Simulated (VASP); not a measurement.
Si, 4 atoms in the cell. The structure is hexagonal, space group P6_3/mmc (No. 194). Conventional cell: a = 3.820 Å, b = 3.820 Å, c = 6.320 Å, α = 90.00°, β = 90.00°, γ = 120.00°. Within 3.1 Å of Si (site symmetry 3m) lie 4 Si at 2.35 to 2.36 Å. 

```yaml
Program: VASP 6.6.1
Task: single point
Functional: PBEsol
Potentials_or_basis: VASP PAW PBE potentials, release 64 (Si)
Cutoff: 520 eV
k_mesh: 9 × 9 × 6
Occupations: gaussian, width 0.01 eV
Spin: no spin polarisation
Dipole_correction: no
Further_INCAR_settings: ALGO = Normal; EDIFF = 1e-06; NBANDS = 16
```

Potentials or basis: VASP PAW PBE potentials, release 64 (Si).

Command:

```bash
$ cat potpaw_PBE.64/Si/POTCAR > POTCAR
$ mpirun -np 1 vasp_std > vasp.out
```

Hardware: 1 thread of AMD EPYC 7R13, with other jobs on the host.

Question: How long does it take, and how much memory?

Answer: Run time: 76 s on 1 thread of AMD EPYC 7R13, on a shared host, peak memory 0.17 GiB. Counts: scf iterations 11, k points 48.
